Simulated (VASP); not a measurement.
# C (Fddd) in VASP: notebook

Runs on C. Level: LDA. Tasks: single point.

All numbers are computed with VASP 6.6.1; they aren't measurements. Logs are shortened: lines on timing, memory, paths and dates and some standing lists are left out, and cuts for length are marked.

**1. The cell of the first run**

It takes space group Fddd (No. 70, orthorhombic). The conventional cell has a = 3.346 Å, b = 3.492 Å, c = 3.757 Å, α = 90.00°, β = 90.00°, γ = 90.00°. C (site symmetry 222) has 4 C at 1.53 Å within 2.0 Å.

**2. Single point, LDA**

Input file INCAR:

```
ALGO = Normal
EDIFF = 1E-6
ENCUT = 910
GGA_COMPAT = F
ISIF = 2
ISMEAR = 0
LASPH = T
LCHARG = F
LREAL = F
LWAVE = F
NBANDS = 11
NELM = 120
PREC = Accurate
SIGMA = 0.05
```

Input file KPOINTS:

```
k-points
0
Gamma
  12 12 12
```

Input file POSCAR:

```
C
1.0
    0.0000000000      1.8783379509      1.6730671760
    1.7459051929      0.0000000000      1.6730671760
    1.7459051929      1.8783379509      0.0000000000
C
2
Direct
    0.5000000000      0.5000000000      0.5000000000
    0.7500000000      0.7500000000      0.7500000000
```

Potentials or basis: VASP PAW LDA potentials, release 64 (C_h).

Launch:

```sh
$ cat potpaw_LDA.64/C_h/POTCAR > POTCAR
$ mpirun -np 1 vasp_std > vasp.out
```

OUTCAR:

```text
EDIFF = 1E-6
   ENCUT = 910
   ISIF = 2
   ISMEAR = 0
   LASPH = T
   LREAL = F
   NELM = 120
   PREC = Accurate

 ion  position               nearest neighbor table
   1  0.500  0.500  0.500-
   2  0.750  0.750  0.750-

  LATTYP: Found a face centered orthorhombic cell.
 ALAT       =     3.3461343520
 B/A-ratio  =     1.0435356201
 C/A-ratio  =     1.1226912929

  Lattice vectors:

 A1 = (   1.7459051929,   1.8783379509,   0.0000000000)
 A2 = (   0.0000000000,   1.8783379509,   1.6730671760)
 A3 = (   1.7459051929,   0.0000000000,   1.6730671760)

Analysis of symmetry for initial positions (statically):
=====================================================================
 Subroutine PRICEL returns:
 Original cell was already a primitive cell.

 Routine SETGRP: Setting up the symmetry group for a
 face centered orthorhombic supercell.

 Subroutine GETGRP returns: Found  8 space group operations
 (whereof  4 operations were pure point group operations)
 out of a pool of  8 trial point group operations.

The static configuration has the point symmetry D_2 .
 The point group associated with its full space group is D_2h.

Analysis of symmetry for dynamics (positions and initial velocities):
=====================================================================
 Subroutine PRICEL returns:
 Original cell was already a primitive cell.

 Routine SETGRP: Setting up the symmetry group for a
 face centered orthorhombic supercell.

 Subroutine GETGRP returns: Found  8 space group operations
 (whereof  4 operations were pure point group operations)
 out of a pool of  8 trial point group operations.

The dynamic configuration has the point symmetry D_2 .
 The point group associated with its full space group is D_2h.

 Subroutine INISYM returns: Found  8 space group operations
 (whereof  4 operations are pure point group operations),
 and found     1 'primitive' translations

----------------------------------------------------------------------------------------

                                     Primitive cell

  volume of cell :      10.9733

  direct lattice vectors                    reciprocal lattice vectors
     0.000000000  1.878337951  1.673067176    -0.286384394  0.266192780  0.298852316
     1.745905193  0.000000000  1.673067176     0.286384394 -0.266192780  0.298852316
     1.745905193  1.878337951  0.000000000     0.286384394  0.266192780 -0.298852316

  length of vectors
     2.515413929  2.418127110  2.564437248     0.492125313  0.492125313  0.492125313

[... 83 lines left out ...]
   NSW    =      0    number of steps for IOM
   IBRION =     -1    ionic relax: 0-MD 1-quasi-New 2-CG
   NFREE  =      0    steps in history (QN), initial steepest desc. (CG)
   ISIF   =      2    stress and relaxation
   ISYM   =      2    0-nonsym 1-usesym 2-fastsym
   POTIM  = 0.5000    time-step for ionic-motion
   TEBEG  =    0.0;   TEEND  =   0.0 temperature during run
   PSTRESS=    0.0 pullay stress
   NELECT =       8.0000    total number of electrons
   NUPDOWN=      -1.0000    fix difference up-down
   EMIN   =  10.00;   EMAX   =-10.00  energy-range for DOS
   EFERMI =   0.00;   METHOD = LEGACY
   ISMEAR =     0;   SIGMA  =   0.05  broadening in eV -4-tet -1-fermi 0-gaus
   EFERMI_NEDOS =   21; number of points for ismear=-14 and -15
   IALGO  =     38    algorithm
   IMIX   =      4    mixing-type and parameters
     AMIX     =   0.40;   BMIX     =  1.00
     AMIX_MAG =   1.60;   BMIX_MAG =  1.00
  volume/ion in A,a.u.               =       5.49        37.03
  Fermi-wavevector in a.u.,A,eV,Ry     =   1.473417  2.784354 29.537658  2.170957
  Thomas-Fermi vector in A             =   2.588312
   LORBIT       =      0    0 simple, 1 ext, 2 COOP (PROOUT), +10 PAW based schemes
   GGA     = CA    functional components
   LHFCALC =     F    Hartree Fock is set to
   AEXX    =    0.0000 exact exchange contribution
   IVDW    =     0    specifies the selected vdW correction
   LEPSILON=     F    determine dielectric tensor
   LRPA    =     F    only Hartree local field effects (RPA)
 non-spin polarized calculation
 Gauss-broadening in eV      SIGMA  =   0.05
  energy-cutoff  :      910.00
  volume of cell :       10.97
 maximum number of plane-waves:       704
 NGX is ok and might be reduce to    28
   NGX = 13   NGY = 11   NGZ = 13

 number of electron       8.0000000 magnetization

 Free energy of the ion-electron system (eV)
  ---------------------------------------------------
  ext. energy  EPLUGINS =         0.00000000
  ---------------------------------------------------
  free energy    TOTEN  =       -20.03481461 eV

  energy without entropy =      -20.03481461  energy(sigma->0) =      -20.03481461

 E-fermi :  12.5307     XC(G=0): -13.8255

 val. band max:       12.2050428820   @ k =   0.0000   0.0000   0.0000
 cond. band min:      14.4243898262   @ k =   0.4167   0.4167   0.0000
 fundamental gap:      2.2193469442
 Fermi energy:        12.5306812758

 k-point     1 :       0.0000    0.0000    0.0000
  band No.  band energies     occupation
      1     -10.3549      2.00000
      2      10.3530      2.00000
      3      11.6833      2.00000
      4      12.2050      2.00000
      5      16.4995      0.00000
      6      17.0258      0.00000
      7      17.9253      0.00000
      8      25.5201      0.00000
      9      30.9771      0.00000
     10      35.0317      0.00000
     11      36.0406      0.00000
[... 309 lines left out ...]
 k-point    24 :      -0.4167    0.1667   -0.0000
  band No.  band energies     occupation
      1      -4.0550      2.00000
      2      -1.1222      2.00000
      3       6.3825      2.00000
      4       7.2956      2.00000
      5      17.9016      0.00000
      6      21.2011      0.00000
      7      24.2394      0.00000
      8      26.5237      0.00000
      9      30.6886      0.00000
     10      36.0844      0.00000
     11      36.1612      0.00000

 [... further k-points ...]
[... 5 lines left out ...]
  --------------------------------------------------------------------------------------
  -------------------------------------------------------------------------------------
  Total        1.2819361     -4.2826108      3.5292990      0.0000000      0.0000000      0.0000000
  in kB      187.1712717   -625.2899212    515.3013444      0.0000000      0.0000000      0.0000000
  external PRESSURE =      25.7275650 kB  Pullay stress =       0.0000000 kB

 VOLUME and BASIS-vectors are now :
 -----------------------------------------------------------------------------
  energy-cutoff  :      910.00
  volume of cell :       10.97
      direct lattice vectors                 reciprocal lattice vectors
     0.000000000  1.878337951  1.673067176    -0.286384394  0.266192780  0.298852316
     1.745905193  0.000000000  1.673067176     0.286384394 -0.266192780  0.298852316
     1.745905193  1.878337951  0.000000000     0.286384394  0.266192780 -0.298852316

 POSITION                                       TOTAL-FORCE (eV/Angst)
 -----------------------------------------------------------------------------------
      1.74591      1.87834      1.67307        -0.000000      0.000000     -0.000000
      2.61886      2.81751      2.50960         0.000000     -0.000000      0.000000
 -----------------------------------------------------------------------------------
    total drift:                                0.000000      0.000000     -0.000000

  FREE ENERGIE OF THE ION-ELECTRON SYSTEM (eV)
  ---------------------------------------------------
  free  energy   TOTEN  =       -20.0348146052 eV

  energy  without entropy=      -20.0348146052  energy(sigma->0) =      -20.03481461
```

OSZICAR:

```text
N       E                     dE             d eps       ncg     rms          rms(c)
DAV:   1     0.112481219250E+02    0.11248E+02   -0.66746E+03  6200   0.110E+03
DAV:   2    -0.198277487286E+02   -0.31076E+02   -0.29600E+02  8581   0.173E+02
DAV:   3    -0.208512772794E+02   -0.10235E+01   -0.10204E+01  7385   0.257E+01
DAV:   4    -0.208538205123E+02   -0.25432E-02   -0.25431E-02  6603   0.144E+00
DAV:   5    -0.208538235839E+02   -0.30716E-05   -0.30716E-05  7200   0.517E-02    0.507E+00
DAV:   6    -0.202487480677E+02    0.60508E+00   -0.31930E-01  6431   0.397E+00    0.271E+00
DAV:   7    -0.200349199444E+02    0.21383E+00   -0.38245E-01  6821   0.432E+00    0.357E-01
DAV:   8    -0.200348276304E+02    0.92314E-04   -0.87544E-03  6658   0.870E-01    0.294E-02
DAV:   9    -0.200348134762E+02    0.14154E-04   -0.40896E-05  7068   0.535E-02    0.141E-02
DAV:  10    -0.200348146899E+02   -0.12137E-05   -0.33780E-06  6824   0.168E-02    0.302E-03
DAV:  11    -0.200348146052E+02    0.84729E-07   -0.16780E-07  3461   0.393E-03
   1 F= -.20034815E+02 E0= -.20034815E+02  d E =-.619090E-23
```

stdout:

```text
POSCAR found type information on POSCAR C
 POSCAR found :  1 types and       2 ions
 scaLAPACK will be used
 LDA part: xc-table for (Slater(with rela. corr.)+CA(PZ))
 , standard interpolation
 POSCAR, INCAR and KPOINTS ok, starting setup
 FFT: planning ... GRIDC
 FFT: planning ... GRID_SOFT
 FFT: planning ... GRID
 WAVECAR not read
 entering main loop
```

Wall time 51 s (1 thread of AMD EPYC 7R43 (Zen 3), shared host); peak memory 0.14 GiB.

What came out:

```
Free energy            : -20.0348 eV
Pressure               : 2.6 GPa
Band gap on the k mesh : 2.22 eV, indirect (least direct gap 4.29 eV)
```

Stress tensor (GPa, compression positive):
```
 18.72   0.00   0.00
  0.00 -62.53   0.00
  0.00   0.00  51.53
```

Levels at points of the mesh, in eV from the valence-band top:
```csv
k point,band 1,band 2,band 3,band 4,band 5,band 6,band 7,band 8
"(0.00, 0.00, 0.00)",-22.56,-1.85,-0.52,0.00,4.29,4.82,5.72,13.32
"(0.50, 0.00, 0.00)",-16.48,-14.50,-4.61,-2.69,6.02,7.96,10.11,15.01
"(0.50, 0.50, 0.00)",-12.74,-12.74,-8.01,-8.01,2.79,2.79,16.25,16.25
"(0.50, 0.00, 0.50)",-14.61,-14.61,-6.26,-6.26,5.55,5.55,15.83,15.83
"(0.00, 0.50, 0.50)",-13.45,-13.45,-7.35,-7.35,3.85,3.85,15.71,15.71
```

Caveat: the cell differs from its parent crystal (strain +e along x and -e along y -0.0375, strain +e along z and -e/2 along x and y -0.0525); the cutoff is under 1.25 times the usual one of these potentials, so pressure, stress and relaxed cells hold a basis-set (Pulay) error. A k mesh can miss the band edges.

**3. Single point, LDA**

Input file INCAR:

```
ALGO = Normal ; EDIFF = 1E-6
ENCUT = 910 ; GGA = CA
GGA_COMPAT = F ; ISIF = 2
ISMEAR = 0 ; LASPH = T
LCHARG = T ; LELF = T
LREAL = F ; LVHAR = T
LWAVE = F ; NBANDS = 11
NELM = 120 ; PREC = Accurate
SIGMA = 0.05
```

KPOINTS is that of step 2.

Input file POSCAR:

```
C
1.0
    0.0000000000      2.0615365995      1.7039681529
    1.5318055675      0.0000000000      1.7039681529
    1.5318055675      2.0615365995      0.0000000000
C
2
Direct
    0.5000000000      0.5000000000      0.5000000000
    0.7500000000      0.7500000000      0.7500000000
```

Potentials or basis: VASP PAW LDA potentials, release 64 (C_h).

Launch:

```sh
$ cat potpaw_LDA.64/C_h/POTCAR > POTCAR
$ mpirun -np 1 vasp_std > vasp.out
```

OUTCAR:

```text
EDIFF = 1E-6
   ENCUT = 910
   GGA = CA
   ISIF = 2
   ISMEAR = 0
   LASPH = T
   LREAL = F
   NELM = 120
   PREC = Accurate

 ion  position               nearest neighbor table
   1  0.500  0.500  0.500-
   2  0.750  0.750  0.750-

  LATTYP: Found a face centered orthorhombic cell.
 ALAT       =     3.0636111350
 B/A-ratio  =     1.1123919308
 C/A-ratio  =     1.3458213257

  Lattice vectors:

 A1 = (   0.0000000000,   2.0615365995,  -1.7039681529)
[... 515 lines left out ...]
      5      17.2290      0.00000
      6      20.6463      0.00000
      7      26.1242      0.00000
      8      27.5052      0.00000
      9      31.5691      0.00000
     10      35.1768      0.00000
     11      40.2995      0.00000

 [... further k-points ...]
[... 5 lines left out ...]
  --------------------------------------------------------------------------------------
  -------------------------------------------------------------------------------------
  Total        8.8900650    -11.6567190      5.5375414      0.0000000      0.0000000      0.0000000
  in kB     1323.5164832  -1735.4046164    824.4065045      0.0000000      0.0000000      0.0000000
  external PRESSURE =     137.5061238 kB  Pullay stress =       0.0000000 kB

 VOLUME and BASIS-vectors are now :
 -----------------------------------------------------------------------------
  energy-cutoff  :      910.00
  volume of cell :       10.76
      direct lattice vectors                 reciprocal lattice vectors
     0.000000000  2.061536600  1.703968153    -0.326412184  0.242537532  0.293432714
     1.531805567  0.000000000  1.703968153     0.326412184 -0.242537532  0.293432714
     1.531805567  2.061536600  0.000000000     0.326412184  0.242537532 -0.293432714

 POSITION                                       TOTAL-FORCE (eV/Angst)
 -----------------------------------------------------------------------------------
      1.53181      2.06154      1.70397         0.000000      0.000000     -0.000000
      2.29771      3.09230      2.55595         0.000000     -0.000000      0.000000
 -----------------------------------------------------------------------------------
    total drift:                                0.000000      0.000000      0.000000

  FREE ENERGIE OF THE ION-ELECTRON SYSTEM (eV)
  ---------------------------------------------------
  free  energy   TOTEN  =       -18.6645254299 eV

  energy  without entropy=      -18.6644068228  energy(sigma->0) =      -18.66446613
```

stdout:

```text
POSCAR found type information on POSCAR C
 POSCAR found :  1 types and       2 ions
 scaLAPACK will be used
 LDA part: xc-table for (Slater(with rela. corr.)+CA(PZ))
 , standard interpolation
 POSCAR, INCAR and KPOINTS ok, starting setup
 FFT: planning ... GRIDC
 FFT: planning ... GRID_SOFT
 FFT: planning ... GRID
 WAVECAR not read
 entering main loop
```

Wall time 36 s (1 thread of Intel Xeon Platinum 8488C (Sapphire Rapids), shared host); peak memory 0.17 GiB.

Results:

* Free energy: -18.6645 eV
* Pressure: 13.8 GPa
* Band gap on the k mesh: zero (band 4 reaches 13.85 eV, above the bottom of band 5 at 13.13 eV)

Levels at points of the mesh, in eV from the Fermi level:
```
           k point  band 1  band 2  band 3  band 4  band 5  band 6  band 7  band 8
(0.00, 0.00, 0.00)  -23.59   -4.68   -0.35    0.48    3.17    4.47    6.78   10.56
(0.50, 0.00, 0.00)  -17.15  -15.32   -6.86   -1.79    2.26    7.59   12.02   14.45
(0.50, 0.50, 0.00)  -13.93  -13.93   -7.95   -7.95    3.24    3.24   12.34   12.34
(0.50, 0.00, 0.50)  -16.90  -16.90   -5.17   -5.17    7.58    7.58   14.02   14.02
(0.00, 0.50, 0.50)  -12.05  -12.05   -9.73   -9.73    0.45    0.45   14.33   14.33
```

Caveat: the cell differs from its parent crystal (strain +e along x and -e along y -0.1500, strain +e along z and -e/2 along x and y -0.0350); the cutoff is under 1.25 times the usual one of these potentials, so pressure, stress and relaxed cells hold a basis-set (Pulay) error.

**4. Single point, LDA**

Input file INCAR:

```
SYSTEM = C
ALGO = Normal
EDIFF = 1E-6
ENCUT = 910
GGA_COMPAT = .FALSE.
ISIF = 2
ISMEAR = 0
LASPH = .TRUE.
LCHARG = .FALSE.
LREAL = .FALSE.
LWAVE = .FALSE.
NBANDS = 11
NELM = 120
PREC = Accurate
SIGMA = 0.05
```

Input file KPOINTS:

```
k-points
0
G
  12 12 12
  0 0 0
```

Input file POSCAR:

```
C
1.0
    0.0000000000      1.8319864856      1.7657701066
    1.6995537276      0.0000000000      1.7657701066
    1.6995537276      1.8319864856      0.0000000000
C
2
Direct
    0.5000000000      0.5000000000      0.5000000000
    0.7500000000      0.7500000000      0.7500000000
```

Launch:

```sh
$ cat potpaw_LDA.64/C_h/POTCAR > POTCAR
$ mpirun -np 1 vasp_std > vasp.out
```

Wall time 24 s (1 thread of Intel Xeon 6975P-C (Granite Rapids), shared host); peak memory 0.17 GiB.

It converged, with:

- Free energy: -20.1744 eV
- Pressure: 1.5 GPa
- Band gap on the k mesh: 2.78 eV, indirect (least direct gap 4.65 eV)

Stress tensor (GPa, compression positive):
```
 36.10   0.00   0.00
  0.00 -35.49   0.00
  0.00   0.00   3.79
```

Levels at points of the mesh, in eV from the valence-band top:
```csv
k point,band 2,band 3,band 4,band 5,band 6,band 7
"(0.00, 0.00, 0.00)",-1.16,-0.52,0.00,4.65,5.12,5.58
"(0.50, 0.00, 0.00)",-14.26,-4.02,-2.83,7.04,8.00,9.73
"(0.50, 0.50, 0.00)",-13.39,-6.99,-6.99,4.27,4.27,16.25
"(0.50, 0.00, 0.50)",-13.98,-6.44,-6.44,5.14,5.14,16.24
"(0.00, 0.50, 0.50)",-12.76,-7.58,-7.58,3.34,3.34,16.63
```

Caveat: the cell differs from its parent crystal (strain +e along x and -e along y -0.0375, strain +e along z and -e/2 along x and y +0.0000); the cutoff is under 1.25 times the usual one of these potentials, so pressure, stress and relaxed cells hold a basis-set (Pulay) error.

**5. Overview**

```csv
cell,gap on the mesh (eV),pressure (GPa)
"a = 2.515, b = 2.418, c = 2.564 Å, angles 60.6, 56.8, 62.6°, 2 atoms",2.22,2.6
"a = 2.675, b = 2.291, c = 2.568 Å, angles 66.5, 51.8, 61.7°, 2 atoms",none,13.8
"a = 2.544, b = 2.451, c = 2.499 Å, angles 61.9, 58.1, 60.0°, 2 atoms",2.78,1.5
```

Alike in all rows: task single point; level LDA; potentials or basis VASP PAW LDA potentials, release 64 (C_h); no spin polarisation; k mesh 12 × 12 × 12; cutoff (eV) 910; smearing gaussian 0.05 eV.

Caveats: the cutoff is under 1.25 times the usual one of these potentials, so pressure, stress and relaxed cells hold a basis-set (Pulay) error.

Absolute energies hang on the potentials; compare differences alone.
